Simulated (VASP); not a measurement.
Here is a VASP 6.6.1 calculation.

The input POSCAR:

```
SrO
1.0
    3.1028650671      0.0856390759      0.0000000000
    0.0856390759      3.1028650671      0.0000000000
    0.0000000000      0.0000000000      3.1028650671
Sr O
1 1
Direct
    0.0000000000      0.0000000000      0.0000000000
    0.5000000000      0.5000000000      0.5000000000
```

File INCAR.step1:

```
ALGO = Normal
EDIFF = 1E-4
ENCUT = 520
GGA = PE
ISMEAR = 0
LASPH = True
LCHARG = False
LREAL = False
LWAVE = True
NBANDS = 15
NELM = 100
PREC = Accurate
SIGMA = 0.01
```

The input INCAR.step2:

```
ALGO = Normal
EDIFF = 1E-7
ENCUT = 520
ISIF = 2
ISMEAR = 0
ISTART = 1
LASPH = True
LCHARG = False
LMIXTAU = True
LREAL = False
LWAVE = False
METAGGA = R2SCAN
NBANDS = 15
NELM = 100
PREC = Accurate
SIGMA = 0.01
```

The input KPOINTS:

```
k-points
0
Gamma
  8 8 8
```

Potentials or basis: VASP PAW PBE potentials, release 64 (Sr_sv, O).

Run with:

```console
$ cat potpaw_PBE.64/Sr_sv/POTCAR potpaw_PBE.64/O/POTCAR > POTCAR
$ cp INCAR.step1 INCAR
$ mpirun -np 1 vasp_std > vasp.out
$ cp INCAR.step2 INCAR
$ mpirun -np 1 vasp_std > vasp.out
```

Q: What does it give for the band gap on the k mesh?

A: 3.25 eV, indirect (least direct gap 3.30 eV).

Q: Predict the pressure.

A: 1.1 GPa.

Stress tensor (GPa, compression positive):
```
 1.14 -0.29  0.00
-0.29  1.14  0.00
 0.00  0.00  1.13
```

Caveat: the cell differs from its parent crystal (shear xy strain +5.5%); the PAW data sets were made with another functional, which shifts forces and pressure a little. A k mesh can miss the band edges.
